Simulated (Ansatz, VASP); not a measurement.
# Ti4H in VASP and in Ansatz

```xyz
5
Lattice="-2.6475 2.6475 2.6475 2.6475 -2.6475 2.6475 2.6475 2.6475 -2.6475" Properties=species:S:1:pos:R:3 pbc="T T T"
Ti    1.3237    1.3237   -1.3237
Ti    1.3237   -1.3237    1.3237
Ti   -1.3237    1.3237    1.3237
Ti    1.3237    1.3237    1.3237
H     0.0000    0.0000    0.0000
```

Change from the starting cell: species swapped into the MnGa4 type (Im-3m, No. 229).

Alike in both runs: functional PBE; k mesh 6 × 6 × 6; occupations gaussian, width 0.1 eV; no spin polarisation.

Ansatz relaxed the structure, and its values are those at the end. VASP's run is a single point on that final structure, the one shown.

```csv
,VASP,Ansatz
version,VASP 6.6.1,Ansatz 0.2.0
potentials or method,"VASP PAW PBE potentials, release 64 (Ti_sv, H), cutoff 520 eV","scalar-relativistic, plane waves, PAW"
valence electrons in the cell,49,49
```

Ansatz gave:

```
gap on the k mesh at the Fermi level (eV) : none
pressure (GPa)                            : 0.2
```

**Question.** Estimate VASP's values.

**Answer.** gap on the k mesh at the Fermi level (eV): none; pressure (GPa): 0.0.

A gap of «none» marks a metal or a gap that the smearing closes. With one functional, cell and mesh, what is left measures potentials, basis and numerics.
